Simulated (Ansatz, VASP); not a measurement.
**Two plane-wave programs on C**

```xyz
2
Lattice="0.0000 2.0632 3.3982 1.1912 0.0000 3.3982 1.1912 2.0632 0.0000" Properties=species:S:1:pos:R:3 pbc="T T T"
C     1.1912    0.6877    3.3982
C     1.1912    3.4386    3.3982
```

Change from the starting cell: strain -0.030 along x and y, +0.015 along z, atoms carried along.

Alike in both runs: task single point; functional LDA; k mesh 14 × 14 × 14; occupations gaussian, width 0.05 eV; no spin polarisation.

|  | VASP | Ansatz |
| --- | --- | --- |
| version | VASP 6.6.1 | Ansatz 0.2.0 |
| potentials or method | VASP PAW LDA potentials, release 64 (C), cutoff 520 eV | scalar-relativistic, plane waves, PAW |
| valence electrons in the cell | 8 | 8 |

|  | VASP | Ansatz | Ansatz less VASP |
| --- | --- | --- | --- |
| gap on the k mesh at the Fermi level (eV) | 0.51 | 0.51 | +0.002 |
| least direct gap on the mesh (eV) | 0.62 | 0.62 | +0.002 |
| pressure (GPa) | 25.4 | 24.6 | -0.80 |
| traceless stress, the component that is largest in VASP (GPa) | -25.91 | -24.96 | +0.946 |
| rms of the force components (eV/Å) | 0.016 | 0.016 | 0.0000 |

LDA's correlation is that of Perdew and Zunger in VASP and of Perdew and Wang (1992) in Ansatz. Atom by atom the forces differ by 0.000 eV/Å (rms over components).
